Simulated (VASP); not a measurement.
CaC: relaxation of cell and atoms with PBE

CaC:

```
Ca C
1.0
     1.70133   -6.95157    0.00000
     1.70133    6.95157    0.00000
     0.00000    0.00000    2.76564
Ca C
2 2
Cartesian
  1.7013 -5.2675 0.6914
  1.7013 5.2675 2.0742
  1.7013 -0.3509 0.6914
  1.7013 0.3509 2.0742
```

| Property | Result |
| --- | --- |
| Program | VASP 6.6.1 |
| Task | relaxation of cell and atoms |
| Functional | PBE |
| Potentials or basis | VASP PAW PBE potentials, release 64 (Ca_sv, C) |
| Cutoff | 600 eV |
| k mesh | 6 × 6 × 6 |
| Occupations | gaussian, width 0.1 eV |
| Spin | no spin polarisation |
| Dipole correction | no |
| Further INCAR settings | ALGO = Normal; EDIFF = 1e-07; IBRION = 2; EDIFFG = -0.04; NSW = 90; ISIF = 3 |

- Relaxed volume: 16.41 Å³/atom
- Relaxed cell: a = 7.173 Å, b = 7.173 Å, c = 2.764 Å, α = 90.00°, β = 90.00°, γ = 152.51°
- Space group after relaxing (to 0.1 Å): Cmcm (No. 63)
- Energy gained by relaxing: 0.2 meV/atom
- Ionic steps: 3
- Pressure after relaxing: 0.0 GPa
- Largest force after relaxing: 0.031 eV/Å
- Band gap on the k mesh: zero (bands 14 and 15 overlap by 0.48 eV)

Forces in eV/Å, atoms in the order of the input:
```
Ca   0.000  0.005  0.000
Ca   0.000 -0.005  0.000
C    0.000  0.031  0.000
C    0.000 -0.031  0.000
```

Stress tensor (GPa, compression positive):
```
 0.10  0.00  0.00
 0.00  0.06  0.00
 0.00  0.00 -0.06
```

Step by step:
```
step  energy change (eV)  largest force (eV/Å)  pressure (GPa)  volume (Å³)
   1              0.0000                0.0747            0.36        65.42
   2             -0.0006                0.0784           -0.11        65.76
   3             -0.0008                0.0312            0.03        65.66
```

Final structure:
```cif
data_structure
_symmetry_space_group_name_H-M 'P 1'
_symmetry_Int_Tables_number 1
_cell_length_a 7.1734
_cell_length_b 7.1734
_cell_length_c 2.7642
_cell_angle_alpha 90.000
_cell_angle_beta 90.000
_cell_angle_gamma 152.510
_cell_volume 65.66
loop_
_atom_site_label
_atom_site_type_symbol
_atom_site_fract_x
_atom_site_fract_y
_atom_site_fract_z
_atom_site_occupancy
Ca1 Ca 0.87876 0.12124 0.25000 1
Ca2 Ca 0.12124 0.87876 0.75000 1
C1 C 0.52542 0.47458 0.25000 1
C2 C 0.47458 0.52542 0.75000 1
```

Levels at points of the mesh, in eV from the Fermi level:
```csv
k point,band 12,band 13,band 14,band 15,band 16,band 17
"(0.00, 0.00, 0.00)",-4.83,-3.21,-0.42,0.30,0.75,2.53
"(0.50, 0.00, 0.00)",-5.60,-0.87,-0.21,-0.21,1.12,1.18
"(0.50, 0.50, 0.00)",-4.84,-2.11,-1.87,0.39,0.57,3.12
"(0.00, 0.00, 0.50)",-3.58,-1.67,-1.67,0.49,0.49,2.68
"(0.50, 0.00, 0.50)",-4.23,-3.38,-3.38,2.24,2.24,2.99
"(0.50, 0.50, 0.50)",-3.58,-1.66,-1.66,0.42,0.42,2.43
```

Run time: 3.5 min on 1 thread of Oxide Virtual Turin-like Processor (shared host), peak memory 0.3 GiB.

Caveat: the k points lie up to 0.38 Å⁻¹ apart in the final cell.
